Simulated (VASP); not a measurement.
# Co (P6_3/mmc) in VASP: single point with PBE

Aim: the single point of Co with PBE.

Everything below comes from runs of VASP 6.6.1. Logs are shortened: lines on timing, memory, paths and dates and some standing lists are left out, and cuts for length are marked.

**1. The cell of the first run**

It takes space group P6_3/mmc (No. 194, hexagonal). Conventional cell: a = 2.507 Å, b = 2.507 Å, c = 4.069 Å, α = 90.00°, β = 90.00°, γ = 120.00°. Within 3.3 Å of Co (site symmetry -6m2) lie 12 Co at 2.50 to 2.51 Å.

**2. Single point, PBE, collinear spin, antiferromagnetic start**

The input, INCAR:

```
SYSTEM = Co
  PREC = Accurate
  ENCUT = 600
  EDIFF = 1E-6
  ISMEAR = 0
  SIGMA = 0.1
  LREAL = .FALSE.
  LASPH = .TRUE.
  NELM = 200
  ALGO = Normal
  ISIF = 2
  LWAVE = .FALSE.
  LCHARG = .TRUE.
  ISPIN = 2
  MAGMOM = 1.8 -1.8
  LORBIT = 11
  LMAXMIX = 4
  GGA = PE
  LELF = .TRUE.
  LVHAR = .TRUE.
  NBANDS = 20
  GGA_COMPAT = .FALSE.
```

The input, KPOINTS:

```
regular mesh
0
G
  4 4 2
  0 0 0
```

The input, POSCAR:

```
Co
1.0
    2.5070000000      0.0000000000      0.0000000000
   -1.2535000000      2.1711256870      0.0000000000
    0.0000000000      0.0000000000      4.0690000000
Co
2
Direct
    0.3333333330      0.6666666670      0.2500000000
    0.6666666670      0.3333333330      0.7500000000
```

Potentials or basis: VASP PAW PBE potentials, release 64 (Co).

Run with:

```bash
$ cat potpaw_PBE.64/Co/POTCAR > POTCAR
$ mpirun -np 1 vasp_std > vasp.out
```

OUTCAR:

```text
SYSTEM = Co
   PREC = Accurate
   ENCUT = 600
   EDIFF = 1E-6
   ISMEAR = 0
   LREAL = .FALSE.
   LASPH = .TRUE.
   NELM = 200
   ISIF = 2
   ISPIN = 2
   LORBIT = 11
   GGA = PE

 ion  position               nearest neighbor table
   1  0.333  0.667  0.250-   2 2.50   2 2.50   2 2.50   2 2.50   2 2.50   2 2.50
   2  0.667  0.333  0.750-   1 2.50   1 2.50   1 2.50   1 2.50   1 2.50   1 2.50

  LATTYP: Found a hexagonal cell.
 ALAT       =     2.5070000000
 C/A-ratio  =     1.6230554448

  Lattice vectors:

 A1 = (   2.5070000000,   0.0000000000,   0.0000000000)
 A2 = (  -1.2535000000,   2.1711256870,   0.0000000000)
 A3 = (   0.0000000000,   0.0000000000,   4.0690000000)

Analysis of symmetry for initial positions (statically):
=====================================================================
 Subroutine PRICEL returns:
 Original cell was already a primitive cell.

 Routine SETGRP: Setting up the symmetry group for a
 hexagonal supercell.

 Subroutine GETGRP returns: Found 24 space group operations
 (whereof 12 operations were pure point group operations)
 out of a pool of 24 trial point group operations.

The static configuration has the point symmetry D_3d.
 The point group associated with its full space group is D_6h.

Analysis of symmetry for dynamics (positions and initial velocities):
=====================================================================
 Subroutine PRICEL returns:
 Original cell was already a primitive cell.

 Routine SETGRP: Setting up the symmetry group for a
 hexagonal supercell.

 Subroutine GETGRP returns: Found 24 space group operations
 (whereof 12 operations were pure point group operations)
 out of a pool of 24 trial point group operations.

The dynamic configuration has the point symmetry D_3d.
 The point group associated with its full space group is D_6h.

Analysis of structural, dynamic, and magnetic symmetry:
=====================================================================
 Subroutine PRICEL returns:
 Original cell was already a primitive cell.

 Routine SETGRP: Setting up the symmetry group for a
 hexagonal supercell.

 Subroutine GETGRP returns: Found 24 space group operations
 (whereof 12 operations were pure point group operations)
 out of a pool of 24 trial point group operations.

The overall configuration has the point symmetry D_3d.
 The point group associated with its full space group is D_6h.

 Subroutine INISYM returns: Found 24 space group operations
 (whereof 12 operations are pure point group operations),
 and found     1 'primitive' translations

----------------------------------------------------------------------------------------

                                     Primitive cell

  volume of cell :      22.1476

  direct lattice vectors                    reciprocal lattice vectors
     2.507000000  0.000000000  0.000000000     0.398883127  0.230295281  0.000000000
    -1.253500000  2.171125687  0.000000000     0.000000000  0.460590562  0.000000000
     0.000000000  0.000000000  4.069000000     0.000000000  0.000000000  0.245760629

  length of vectors
     2.507000000  2.507000000  4.069000000     0.460590562  0.460590562  0.245760629

  position of ions in fractional coordinates (direct lattice)
     0.333333333  0.666666667  0.250000000
     0.666666667  0.333333333  0.750000000

  ion indices of the primitive-cell ions
   primitive index   ion index
                 1           1
                 2           2

----------------------------------------------------------------------------------------

 KPOINTS: regular mesh

Automatic generation of k-mesh.
 Grid dimensions read from file:
 generate k-points for:    4    4    2

 Generating k-lattice:

  Cartesian coordinates                     Fractional coordinates (reciprocal lattice)
     0.099720782  0.057573820  0.000000000     0.250000000  0.000000000  0.000000000
     0.000000000  0.115147640  0.000000000     0.000000000  0.250000000  0.000000000
     0.000000000  0.000000000  0.122880315     0.000000000  0.000000000  0.500000000

  Length of vectors
     0.115147640  0.115147640  0.122880315

  Shift w.r.t. Gamma in fractional coordinates (k-lattice)
     0.000000000  0.000000000  0.000000000

 Subroutine IBZKPT returns following result:
 ===========================================

 Found      8 irreducible k-points:

 Following reciprocal coordinates:
            Coordinates               Weight
  0.000000  0.000000  0.000000      1.000000
  0.250000  0.000000  0.000000      6.000000
  0.500000  0.000000  0.000000      3.000000
  0.250000  0.250000  0.000000      6.000000
  0.000000  0.000000  0.500000      1.000000
  0.250000  0.000000  0.500000      6.000000
  0.500000  0.000000  0.500000      3.000000
  0.250000  0.250000  0.500000      6.000000
   k-points           NKPTS =      8   k-points in BZ     NKDIM =      8   number of bands    NBANDS=     20
   number of dos      NEDOS =    301   number of ions     NIONS =      2
   total plane-waves  NPLWV =  14400
   dimension x,y,z NGX =    20 NGY =   20 NGZ =   36
   dimension x,y,z NGXF=    40 NGYF=   40 NGZF=   72
   ions per type =               2
   NGX,Y,Z   is equivalent  to a cutoff of  13.26, 13.26, 14.71 a.u.
   NGXF,Y,Z  is equivalent  to a cutoff of  26.53, 26.53, 29.42 a.u.
 SYSTEM =  Co
   PREC   = accura    normal or accurate (medium, high low for compatibility)
   ISTART =      0    job   : 0-new  1-cont  2-samecut
   ICHARG =      2    charge: 1-file 2-atom 10-const
   ISPIN  =      2    spin polarized calculation?
   LNONCOLLINEAR =      F non collinear calculations
   LSORBIT =      F    spin-orbit coupling
   LASPH  =      T    aspherical Exc in radial PAW
   ENCUT  =  600.0 eV  44.10 Ry    6.64 a.u.   5.01  5.01  8.13*2*pi/ulx,y,z
   NELM   =    200;   NELMIN=  2; NELMDL= -5     # of ELM steps
   EDIFF  = 0.1E-05   stopping-criterion for ELM
   LREAL  =      F    real-space projection
   EDIFFG = 0.1E-04   stopping-criterion for IOM
   NSW    =      0    number of steps for IOM
   IBRION =     -1    ionic relax: 0-MD 1-quasi-New 2-CG
   NFREE  =      0    steps in history (QN), initial steepest desc. (CG)
   ISIF   =      2    stress and relaxation
   ISYM   =      2    0-nonsym 1-usesym 2-fastsym
   POTIM  = 0.5000    time-step for ionic-motion
   TEBEG  =    0.0;   TEEND  =   0.0 temperature during run
   PSTRESS=    0.0 pullay stress
   NELECT =      18.0000    total number of electrons
   NUPDOWN=      -1.0000    fix difference up-down
   EMIN   =  10.00;   EMAX   =-10.00  energy-range for DOS
   EFERMI =   0.00;   METHOD = LEGACY
   ISMEAR =     0;   SIGMA  =   0.10  broadening in eV -4-tet -1-fermi 0-gaus
   EFERMI_NEDOS =   21; number of points for ismear=-14 and -15
   IALGO  =     38    algorithm
   IMIX   =      4    mixing-type and parameters
     AMIX     =   0.40;   BMIX     =  1.00
     AMIX_MAG =   1.60;   BMIX_MAG =  1.00
  volume/ion in A,a.u.               =      11.07        74.73
  Fermi-wavevector in a.u.,A,eV,Ry     =   1.527765  2.887058 31.756911  2.334067
  Thomas-Fermi vector in A             =   2.635617
   LORBIT       =     11    0 simple, 1 ext, 2 COOP (PROOUT), +10 PAW based schemes
   GGA     = PE    functional components
   LHFCALC =     F    Hartree Fock is set to
   AEXX    =    0.0000 exact exchange contribution
   IVDW    =     0    specifies the selected vdW correction
   LEPSILON=     F    determine dielectric tensor
   LRPA    =     F    only Hartree local field effects (RPA)
 spin polarized calculation
 Gauss-broadening in eV      SIGMA  =   0.10
  energy-cutoff  :      600.00
  volume of cell :       22.15
 maximum number of plane-waves:       749
 NGX is ok and might be reduce to    20
   NGX =  9   NGY =  9   NGZ = 17

 number of electron      17.9999999 magnetization       0.0000000

 number of electron      17.9999999 magnetization      -0.0000000

 Free energy of the ion-electron system (eV)
  ---------------------------------------------------
  ext. energy  EPLUGINS =         0.00000000
  ---------------------------------------------------
  free energy    TOTEN  =       -13.71028105 eV

  energy without entropy =      -13.68616790  energy(sigma->0) =      -13.69822448

 E-fermi :   9.9914     XC(G=0): -13.2979

 val. band max:        9.9513424591   @ k =   0.0000   0.0000   0.0000
 cond. band min:      10.0076927760   @ k =   0.2500   0.2500   0.0000
 fundamental gap:      0.0563503169
 Fermi energy:         9.9913681264

 spin component 1

 k-point     1 :       0.0000    0.0000    0.0000
  band No.  band energies     occupation
      1       1.1665      1.00000
      2       5.3706      1.00000
      3       8.0978      1.00000
      4       8.1658      1.00000
      5       8.1658      1.00000
      6       8.4855      1.00000
[... 12 lines left out ...]
     19      35.6890      0.00000
     20      35.6890      0.00000

 k-point     2 :       0.2500    0.0000    0.0000
  band No.  band energies     occupation
      1       3.1769      1.00000
      2       6.2511      1.00000
      3       7.0501      1.00000
      4       7.4030      1.00000
      5       8.1165      1.00000
      6       8.3812      1.00000
[... 12 lines left out ...]
     19      34.2469      0.00000
     20      38.0902      0.00000
[... 96 lines left out ...]
      2       5.5699      1.00000
      3       6.9207      1.00000
      4       6.9210      1.00000
      5       8.9645      1.00000
      6       8.9645      1.00000
[... 12 lines left out ...]
     19      31.4224      0.00000
     20      31.4225      0.00000

 k-point     8 :       0.2500    0.2500    0.5000
  band No.  band energies     occupation
      1       6.1552      1.00000
      2       6.1552      1.00000
      3       7.2852      1.00000
      4       7.2855      1.00000
      5       7.7107      1.00000
      6       7.7110      1.00000
[... 12 lines left out ...]
     19      36.5239      0.00000
     20      36.5239      0.00000
 Fermi energy:         9.9913681264

 spin component 2

 k-point     1 :       0.0000    0.0000    0.0000
  band No.  band energies     occupation
      1       1.1665      1.00000
      2       5.3706      1.00000
      3       8.0978      1.00000
      4       8.1658      1.00000
      5       8.1658      1.00000
      6       8.4855      1.00000
[... 12 lines left out ...]
     19      35.6890      0.00000
     20      35.6890      0.00000

 k-point     2 :       0.2500    0.0000    0.0000
  band No.  band energies     occupation
      1       3.1769      1.00000
      2       6.2511      1.00000
      3       7.0501      1.00000
      4       7.4030      1.00000
      5       8.1165      1.00000
      6       8.3812      1.00000
[... 12 lines left out ...]
     19      34.2469      0.00000
     20      38.0951      0.00000
[... 97 lines left out ...]
      3       6.9207      1.00000
      4       6.9210      1.00000
      5       8.9645      1.00000
      6       8.9645      1.00000
[... 12 lines left out ...]
     19      31.4224      0.00000
     20      31.4225      0.00000

 k-point     8 :       0.2500    0.2500    0.5000
  band No.  band energies     occupation
      1       6.1552      1.00000
      2       6.1552      1.00000
      3       7.2852      1.00000
      4       7.2855      1.00000
      5       7.7107      1.00000
      6       7.7110      1.00000
[... 12 lines left out ...]
     19      36.5239      0.00000
     20      36.5239      0.00000

------------------------ aborting loop because EDIFF is reached ----------------------------------------

  FORCE on cell =-STRESS in cart. coord.  units (eV):
  Direction    XX          YY          ZZ          XY          YZ          ZX
  --------------------------------------------------------------------------------------
  -------------------------------------------------------------------------------------
  Total       -2.7506100     -2.7506100     -1.6412747      0.0000000      0.0000000     -0.0000000
  in kB     -198.9814554   -198.9814553   -118.7312029      0.0000000      0.0000000     -0.0000000
  external PRESSURE =    -172.2313712 kB  Pullay stress =       0.0000000 kB

 VOLUME and BASIS-vectors are now :
 -----------------------------------------------------------------------------
  energy-cutoff  :      600.00
  volume of cell :       22.15
      direct lattice vectors                 reciprocal lattice vectors
     2.507000000  0.000000000  0.000000000     0.398883127  0.230295281  0.000000000
    -1.253500000  2.171125687  0.000000000     0.000000000  0.460590562  0.000000000
     0.000000000  0.000000000  4.069000000     0.000000000  0.000000000  0.245760629

 POSITION                                       TOTAL-FORCE (eV/Angst)
 -----------------------------------------------------------------------------------
     -0.00000      1.44742      1.01725         0.000000      0.000000      0.000000
      1.25350      0.72371      3.05175        -0.000000     -0.000000      0.000000
 -----------------------------------------------------------------------------------
    total drift:                               -0.000000      0.000000     -0.000000

  FREE ENERGIE OF THE ION-ELECTRON SYSTEM (eV)
  ---------------------------------------------------
  free  energy   TOTEN  =       -13.7102810549 eV

  energy  without entropy=      -13.6861678965  energy(sigma->0) =      -13.69822448

 total charge

# of ion       s       p       d       tot
------------------------------------------
    1        0.470   0.490   7.275   8.234
    2        0.470   0.490   7.275   8.234
--------------------------------------------------
tot          0.939   0.980  14.550  16.469

 magnetization (x)

# of ion       s       p       d       tot
------------------------------------------
    1        0.000   0.000  -0.000  -0.000
    2       -0.000  -0.000   0.000   0.000
--------------------------------------------------
tot          0.000   0.000   0.000   0.000
```

Wall time 21 s (1 thread of Intel Xeon 6975P-C (Granite Rapids), shared host); peak memory 0.14 GiB.

Results:

```
Free energy                                           : -13.7103 eV
Pressure                                              : -17.2 GPa
Band gap on the k mesh                                : zero (filled and empty bands overlap)
Net moment                                            : 0.00 μB per cell
Valence electrons inside the program's atomic spheres : Co 8.23
```

Caveat: the k points lie up to 0.77 Å⁻¹ apart; the starting moments collapsed, and a magnetic state may lie lower.
